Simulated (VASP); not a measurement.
# InAs in VASP: further runs, part 2 of 2

VASP 6.6.1. The steps go on from the part before.

## Step 5: Single point, PBE

This run uses another cell than the first one.

Contents of INCAR:

```
SYSTEM = InAs
  PREC = Accurate
  ENCUT = 520
  EDIFF = 1E-6
  ISMEAR = 0
  SIGMA = 0.02
  LREAL = .FALSE.
  LASPH = .TRUE.
  NELM = 60
  ALGO = Normal
  ISIF = 2
  LWAVE = .FALSE.
  LCHARG = .FALSE.
  LDIPOL = .TRUE.
  IDIPOL = 3
  DIPOL = 0.5 0.5 0.290
  GGA = PE
  NBANDS = 26
```

Contents of KPOINTS:

```
regular mesh
0
G
  6 6 1
  0 0 0
```

Contents of POSCAR:

```
InAs
1.0
    4.3522952541      0.0000003122      0.0000000000
   -2.1761478974      3.7691980988      0.0000000000
    0.0000000000      0.0000000000     34.4643608000
In As
2 2
Direct
    0.0000000000      0.0000000000      0.3514794082
    0.0000000000      0.0000000000      0.2288302084
    0.3333333333      0.6666666667      0.3712336142
    0.3333333333      0.6666666667      0.2090760023
```

Potentials or basis: VASP PAW PBE potentials, release 64 (In_d, As).

Command:

```bash
> cat potpaw_PBE.64/In_d/POTCAR potpaw_PBE.64/As/POTCAR > POTCAR
> mpirun -np 1 vasp_std > vasp.out
```

OUTCAR:

```text
SYSTEM = InAs
   PREC = Accurate
   ENCUT = 520
   EDIFF = 1E-6
   ISMEAR = 0
   LREAL = .FALSE.
   LASPH = .TRUE.
   NELM = 60
   ISIF = 2
   GGA = PE

 ion  position               nearest neighbor table
   1  0.000  0.000  0.351-   3 2.60   3 2.60   3 2.60
   2  0.000  0.000  0.229-   4 2.60   4 2.60   4 2.60
   3  0.333  0.667  0.371-   1 2.60   1 2.60   1 2.60
   4  0.333  0.667  0.209-   2 2.60   2 2.60   2 2.60

  LATTYP: Found a hexagonal cell.
 ALAT       =     4.3522952541
 C/A-ratio  =     7.9186633231

  Lattice vectors:

 A1 = (   4.3522952541,   0.0000003122,   0.0000000000)
 A2 = (  -2.1761478974,   3.7691980988,   0.0000000000)
 A3 = (   0.0000000000,   0.0000000000,  34.4643608000)

Analysis of symmetry for initial positions (statically):
=====================================================================
 Subroutine PRICEL returns:
 Original cell was already a primitive cell.

 Routine SETGRP: Setting up the symmetry group for a
 hexagonal supercell.

 Subroutine GETGRP returns: Found 12 space group operations
 (whereof  6 operations were pure point group operations)
 out of a pool of 24 trial point group operations.

The static configuration has the point symmetry C_3v.
 The point group associated with its full space group is D_3h.

Analysis of symmetry for dynamics (positions and initial velocities):
=====================================================================
 Subroutine PRICEL returns:
 Original cell was already a primitive cell.

 Routine SETGRP: Setting up the symmetry group for a
 hexagonal supercell.

 Subroutine GETGRP returns: Found 12 space group operations
 (whereof  6 operations were pure point group operations)
 out of a pool of 24 trial point group operations.

The dynamic configuration has the point symmetry C_3v.
 The point group associated with its full space group is D_3h.

 Subroutine INISYM returns: Found 12 space group operations
 (whereof  6 operations are pure point group operations),
 and found     1 'primitive' translations

----------------------------------------------------------------------------------------

                                     Primitive cell

  volume of cell :     565.3762

  direct lattice vectors                    reciprocal lattice vectors
     4.352295254  0.000000312  0.000000000     0.229763814  0.132654222  0.000000000
    -2.176147897  3.769198099  0.000000000    -0.000000019  0.265308411  0.000000000
     0.000000000  0.000000000 34.464360800     0.000000000  0.000000000  0.029015481

  length of vectors
     4.352295254  4.352295254 34.464360800     0.265308411  0.265308411  0.029015481

  position of ions in fractional coordinates (direct lattice)
     0.000000000  0.000000000  0.351479408
     0.000000000  0.000000000  0.228830208
     0.333333333  0.666666667  0.371233614
     0.333333333  0.666666667  0.209076002

  ion indices of the primitive-cell ions
   primitive index   ion index
                 1           1
                 2           2
                 3           3
                 4           4

[... 29 lines left out ...]
  0.166667  0.000000  0.000000      6.000000
  0.333333  0.000000  0.000000      6.000000
  0.500000  0.000000  0.000000      3.000000
  0.166667  0.166667  0.000000      6.000000
  0.333333  0.166667  0.000000     12.000000
  0.333333  0.333333  0.000000      2.000000
   k-points           NKPTS =      7   k-points in BZ     NKDIM =      7   number of bands    NBANDS=     26
   number of dos      NEDOS =    301   number of ions     NIONS =      4
   total plane-waves  NPLWV = 262144
   dimension x,y,z NGX =    32 NGY =   32 NGZ =  256
   dimension x,y,z NGXF=    64 NGYF=   64 NGZF=  512
   ions per type =               2   2
   NGX,Y,Z   is equivalent  to a cutoff of  12.22, 12.22, 12.35 a.u.
   NGXF,Y,Z  is equivalent  to a cutoff of  24.45, 24.45, 24.70 a.u.
 SYSTEM =  InAs
   PREC   = accura    normal or accurate (medium, high low for compatibility)
   ISTART =      0    job   : 0-new  1-cont  2-samecut
   ICHARG =      2    charge: 1-file 2-atom 10-const
   ISPIN  =      1    spin polarized calculation?
   LNONCOLLINEAR =      F non collinear calculations
   LSORBIT =      F    spin-orbit coupling
   LASPH  =      T    aspherical Exc in radial PAW
   ENCUT  =  520.0 eV  38.22 Ry    6.18 a.u.   8.09  8.09 64.08*2*pi/ulx,y,z
   NELM   =     60;   NELMIN=  2; NELMDL= -5     # of ELM steps
   EDIFF  = 0.1E-05   stopping-criterion for ELM
   LREAL  =      F    real-space projection
   EDIFFG = 0.1E-04   stopping-criterion for IOM
   NSW    =      0    number of steps for IOM
   IBRION =     -1    ionic relax: 0-MD 1-quasi-New 2-CG
   NFREE  =      0    steps in history (QN), initial steepest desc. (CG)
   ISIF   =      2    stress and relaxation
   ISYM   =      2    0-nonsym 1-usesym 2-fastsym
   POTIM  = 0.5000    time-step for ionic-motion
   TEBEG  =    0.0;   TEEND  =   0.0 temperature during run
   PSTRESS=    0.0 pullay stress
   NELECT =      36.0000    total number of electrons
   NUPDOWN=      -1.0000    fix difference up-down
   EMIN   =  10.00;   EMAX   =-10.00  energy-range for DOS
   EFERMI =   0.00;   METHOD = LEGACY
   ISMEAR =     0;   SIGMA  =   0.02  broadening in eV -4-tet -1-fermi 0-gaus
   EFERMI_NEDOS =   21; number of points for ismear=-14 and -15
   IALGO  =     38    algorithm
   IMIX   =      4    mixing-type and parameters
     AMIX     =   0.40;   BMIX     =  1.00
     AMIX_MAG =   1.60;   BMIX_MAG =  1.00
  volume/ion in A,a.u.               =     141.34       953.84
  Fermi-wavevector in a.u.,A,eV,Ry     =   0.653727  1.235365  5.814574  0.427359
  Thomas-Fermi vector in A             =   1.724059
   LORBIT       =      0    0 simple, 1 ext, 2 COOP (PROOUT), +10 PAW based schemes
   GGA     = PE    functional components
   LHFCALC =     F    Hartree Fock is set to
   AEXX    =    0.0000 exact exchange contribution
   IVDW    =     0    specifies the selected vdW correction
   LEPSILON=     F    determine dielectric tensor
   LRPA    =     F    only Hartree local field effects (RPA)
 non-spin polarized calculation
 Gauss-broadening in eV      SIGMA  =   0.02
  energy-cutoff  :      520.00
  volume of cell :      565.38
 maximum number of plane-waves:     15274
   NGX = 17   NGY = 17   NGZ =129

 dipolmoment           0.000000      0.000000     -0.000013 electrons x Angstroem

 number of electron      36.0000021 magnetization

 dipolmoment           0.000000      0.000000      0.000010 electrons x Angstroem

 Free energy of the ion-electron system (eV)
  ---------------------------------------------------
  ext. energy  EPLUGINS =         0.00000000
  ---------------------------------------------------
  free energy    TOTEN  =       -13.81785890 eV

  energy without entropy =      -13.81785890  energy(sigma->0) =      -13.81785890

 E-fermi :  -3.3985     XC(G=0):  -2.3311

 val. band max:       -3.4993954782   @ k =   0.3333   0.3333   0.0000
 cond. band min:      -2.7878413687   @ k =   0.0000   0.0000   0.0000
 fundamental gap:      0.7115541095
 Fermi energy:        -3.3984584781

 k-point     1 :       0.0000    0.0000    0.0000
  band No.  band energies     occupation
      1     -17.6541      2.00000
      2     -17.6401      2.00000
      3     -17.5372      2.00000
      4     -17.5372      2.00000
      5     -17.5342      2.00000
      6     -17.5342      2.00000
[... 192 lines left out ...]
     25       2.3279      0.00000
     26       3.3924      0.00000

------------------------ aborting loop because EDIFF is reached ----------------------------------------

 vacuum level on the upper side and lower side of the slab       (xc-potential included)        -0.006        -0.006

  FORCE on cell =-STRESS in cart. coord.  units (eV):
  Direction    XX          YY          ZZ          XY          YZ          ZX
  --------------------------------------------------------------------------------------
  -------------------------------------------------------------------------------------
  Total        0.1044730      0.1044730      0.0123077      0.0000000      0.0000000      0.0000000
  in kB        0.2960583      0.2960583      0.0348778      0.0000000      0.0000000      0.0000000
  external PRESSURE =       0.2089982 kB  Pullay stress =       0.0000000 kB

 VOLUME and BASIS-vectors are now :
 -----------------------------------------------------------------------------
  energy-cutoff  :      520.00
  volume of cell :      565.38
      direct lattice vectors                 reciprocal lattice vectors
     4.352295254  0.000000312  0.000000000     0.229763814  0.132654222  0.000000000
    -2.176147897  3.769198099  0.000000000    -0.000000019  0.265308411  0.000000000
     0.000000000  0.000000000 34.464360800     0.000000000  0.000000000  0.029015481

 POSITION                                       TOTAL-FORCE (eV/Angst)
 -----------------------------------------------------------------------------------
      0.00000      0.00000     12.11351         0.000000     -0.000000     -0.000530
      0.00000      0.00000      7.88649         0.000000      0.000000      0.000530
     -0.00000      2.51280     12.79433        -0.000000      0.000000      0.007209
     -0.00000      2.51280      7.20567        -0.000000     -0.000000     -0.007209
 -----------------------------------------------------------------------------------
    total drift:                               -0.000001      0.000000      0.000211

  FREE ENERGIE OF THE ION-ELECTRON SYSTEM (eV)
  ---------------------------------------------------
  free  energy   TOTEN  =       -13.8178588974 eV

  energy  without entropy=      -13.8178588974  energy(sigma->0) =      -13.81785890

 vacuum level on the upper side and lower side of the slab         1.889         1.889
```

OSZICAR:

```text
N       E                     dE             d eps       ncg     rms          rms(c)
DAV:   1     0.261131577478E+03    0.26113E+03   -0.13100E+04   412   0.100E+03
DAV:   2     0.118313833290E+02   -0.24930E+03   -0.24442E+03   426   0.259E+02
DAV:   3    -0.135979123558E+02   -0.25429E+02   -0.25288E+02   440   0.105E+02
[... 14 lines left out ...]
DAV:  18    -0.138178382405E+02   -0.17744E-04   -0.72283E-07   362   0.440E-03    0.132E-03
DAV:  19    -0.138178488577E+02   -0.10617E-04   -0.61649E-07   324   0.235E-03    0.270E-03
DAV:  20    -0.138178546522E+02   -0.57945E-05   -0.23772E-07   336   0.279E-03    0.285E-04
DAV:  21    -0.138178579281E+02   -0.32759E-05   -0.98638E-08   314   0.137E-03    0.310E-04
DAV:  22    -0.138178588974E+02   -0.96928E-06   -0.78459E-09   342   0.646E-04
   1 F= -.13817859E+02 E0= -.13817859E+02  d E =-.543751E-14
```

It took 4.4 min on 1 thread of Intel Xeon 8259CL, shared host; peak memory 0.57 GiB.

What came out:

| Item | Value |
| --- | --- |
| Free energy | -13.8179 eV |
| Largest force | 0.007 eV/Å |
| Band gap on the k mesh | 0.71 eV (least direct gap 0.78 eV) |

Forces on the atoms (eV/Å):
```
In   0.000  0.000 -0.001
In   0.000  0.000  0.001
As   0.000  0.000  0.007
As   0.000  0.000 -0.007
```

Caveat: spin-orbit coupling is left out, which moves the levels of the heavy elements.

## Step 6: The runs side by side

```tsv
cell	smearing	gap on the mesh (eV)	largest force (eV/Å)
a = 3.985, b = 3.985, c = 20.000 Å, angles 90.0, 90.0, 120.0°, 4 atoms, atomic positions A	gaussian 0.1 eV	none	0.45
a = 4.352, b = 4.352, c = 34.464 Å, angles 90.0, 90.0, 120.0°, 4 atoms, atomic positions B	gaussian 0.1 eV	0.71	0.01
a = 4.356, b = 4.356, c = 34.464 Å, angles 90.0, 90.0, 120.0°, 4 atoms, atomic positions C	gaussian 0.02 eV	0.72	-
a = 4.352, b = 4.352, c = 34.464 Å, angles 90.0, 90.0, 120.0°, 4 atoms, atomic positions B	gaussian 0.02 eV	0.71	0.01
```

Alike in all rows: task single point; level PBE; potentials or basis VASP PAW PBE potentials, release 64 (In_d, As); no spin polarisation; k mesh 6 × 6 × 1; cutoff (eV) 520.

Caveats: spin-orbit coupling is left out, which moves the levels of the heavy elements.

Total energies depend on the potentials used, so only differences within one code and one set of settings carry meaning.
